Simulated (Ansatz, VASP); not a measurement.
Two plane-wave programs on BeZnTeO

```xyz
4
Lattice="3.7924 0.0000 0.0000 -1.8962 3.2843 0.0000 0.0000 0.0000 5.3133" Properties=species:S:1:pos:R:3 pbc="T T T"
Be    1.8962    1.0948    2.6567
Zn    0.0000    0.0000    2.6567
Te    1.8962    1.0948    0.0000
O     0.0000    2.1896    2.6567
```

Alike in both runs: functional PBE; k mesh 6 × 6 × 4; occupations gaussian, width 0.1 eV; no spin polarisation.

Ansatz relaxed the structure, and its values are those at the end. VASP's run is a single point on that final structure, the one shown.

|  | VASP | Ansatz |
| --- | --- | --- |
| version | VASP 6.6.1 | Ansatz 0.2.0 |
| potentials or method | VASP PAW PBE potentials, release 64 (Be, Zn, Te, O), cutoff 520 eV | scalar-relativistic, plane waves, PAW |
| valence electrons in the cell | 26 | 36 |

VASP gave:

| Quantity | Value |
| --- | --- |
| gap on the k mesh at the Fermi level (eV) | none |
| pressure (GPa) | 0.2 |

Problem. What did Ansatz give for the same quantities?

Solution. gap on the k mesh at the Fermi level (eV): none; pressure (GPa): 0.1.

A gap of «none» marks a metal or a gap that the smearing closes. The functional is the same, so the differences come from potentials, cutoffs and numerics. VASP's potentials hold 26 valence electrons a cell and Ansatz's 36, so a difference there can come from the potentials and not from the codes.

Neither program's run includes spin-orbit coupling.
